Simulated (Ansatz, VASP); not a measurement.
Given: the input of a run of Ansatz 0.2.0 on CuF.

File input.yaml:

```yaml
crystal:
  lattice:
    - [2.47100655, 0.0, 0.0]
    - [0.0, 2.47100655, 0.0]
    - [0.0, 0.0, 3.41650139]
  atoms:
    - { symbol: Cu, position: [0.0, 0.0, 0.0] }
    - { symbol: F, position: [0.5, 0.5, 0.5] }
hamiltonian:
  xc: { exchange: pbe, correlation: pbe, exx: { coeff: 0.5, omega: 0.2 } }
  pseudopotentials: { kind: paw }
kpoints:
  mp_grid: { grid: [6, 6, 4] }
scf:
  occupations: { method: fermi_dirac, width: 0.05 }
output:
  forces: true
  stress: true
  eigenvalues: true
```

Potentials or basis: Ansatz PAW.

Run with:

```sh
$ ansatz run input.yaml --threads 2 --pin off --max-ram 5632MiB --backend cpu --events-out ev --progress --plain --runs-dir out
```

Task: Translate it to VASP 6.6.1. Potentials there: VASP PAW PBE potentials, release 64 (Cu, F).

Result: As run (the cutoff follows the program's own potentials):

File POSCAR:

```
CuF
1.0
    2.4710065500      0.0000000000      0.0000000000
    0.0000000000      2.4710065500      0.0000000000
    0.0000000000      0.0000000000      3.4165013900
Cu F
1 1
Direct
    0.0000000000      0.0000000000      0.0000000000
    0.5000000000      0.5000000000      0.5000000000
```

The input INCAR.step1:

```
ALGO = Normal
EDIFF = 1E-5
ENCUT = 520
GGA = PE
ISIF = 2
ISMEAR = -1
LASPH = T
LREAL = F
LWAVE = T
NBANDS = 16
NELM = 80
PREC = Accurate
SIGMA = 0.05
```

The input INCAR.step2:

```
AEXX = 0.5
ALGO = Normal
EDIFF = 1E-6
ENCUT = 520
GGA = PE
HFSCREEN = 0.2
ISIF = 2
ISMEAR = -1
ISTART = 1
LASPH = T
LCHARG = T
LELF = T
LHFCALC = T
LREAL = F
LVHAR = T
LWAVE = F
NBANDS = 16
NELM = 80
PREC = Accurate
PRECFOCK = Normal
SIGMA = 0.05
```

File KPOINTS:

```
k-points
0
Gamma
  6 6 4
```

Potentials or basis: VASP PAW PBE potentials, release 64 (Cu, F).

Run with:

```bash
$ cat potpaw_PBE.64/Cu/POTCAR potpaw_PBE.64/F/POTCAR > POTCAR
$ cp INCAR.step1 INCAR
$ mpirun -np 1 vasp_std > vasp.out
$ cp INCAR.step2 INCAR
$ mpirun -np 1 vasp_std > vasp.out
```

Both were run:

|  | VASP | Ansatz | Ansatz less VASP |
| --- | --- | --- | --- |
| gap on the k mesh at the Fermi level (eV) | 2.53 | 2.70 | +0.171 |
| least direct gap on the mesh (eV) | 3.52 | 3.66 | +0.144 |
| pressure (GPa) | -1.1 | -1.1 | -0.01 |
| traceless stress, the component that is largest in VASP (GPa) | -28.28 | -28.89 | -0.605 |

VASP's potentials were made for PBE, not for PBE-based screened hybrid. With one functional, cell and mesh, what is left measures potentials, basis and numerics. VASP's potentials hold 18 valence electrons a cell and Ansatz's 26, so a difference there can come from the potentials and not from the codes.

The k mesh is coarse, so the values compare programs but aren't converged.
